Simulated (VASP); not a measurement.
SrO, 2 atoms in the cell. It takes space group Fm-3m (No. 225, cubic). The conventional cell has a = 5.011 Å, b = 5.011 Å, c = 5.011 Å, α = 90.00°, β = 90.00°, γ = 90.00°. Sr (site symmetry m-3m) has 6 O at 2.51 Å within 3.3 Å. Within 3.3 Å of O (site symmetry m-3m) lie 6 Sr at 2.51 Å.  This cell differs from its parent crystal: strain -0.025 along x and y, -0.025 along z.

```yaml
Program: VASP 6.6.1
Task: single point
Functional: r2SCAN
Potentials_or_basis: VASP PAW PBE potentials, release 64 (Sr_sv, O)
Cutoff: 520 eV
k_mesh: 8 × 8 × 8
Occupations: gaussian, width 0.05 eV
Spin: no spin polarisation
Dipole_correction: no
Further_INCAR_settings: ALGO = Normal; EDIFF = 1e-06; NBANDS = 15
```

Potentials or basis: VASP PAW PBE potentials, release 64 (Sr_sv, O).

Command:

```console
$ cat potpaw_PBE.64/Sr_sv/POTCAR potpaw_PBE.64/O/POTCAR > POTCAR
$ cp INCAR.step1 INCAR
$ mpirun -np 1 vasp_std > vasp.out
$ cp INCAR.step2 INCAR
$ mpirun -np 1 vasp_std > vasp.out
```

Hardware: 1 thread of AMD EPYC 7R13, with other jobs on the host.

Problem. How long does it take, and how much memory?

Solution. Wall time 3.1 min on 1 thread of AMD EPYC 7R13, with other jobs on the host, peak memory 0.14 GiB. Counts: k points 29.
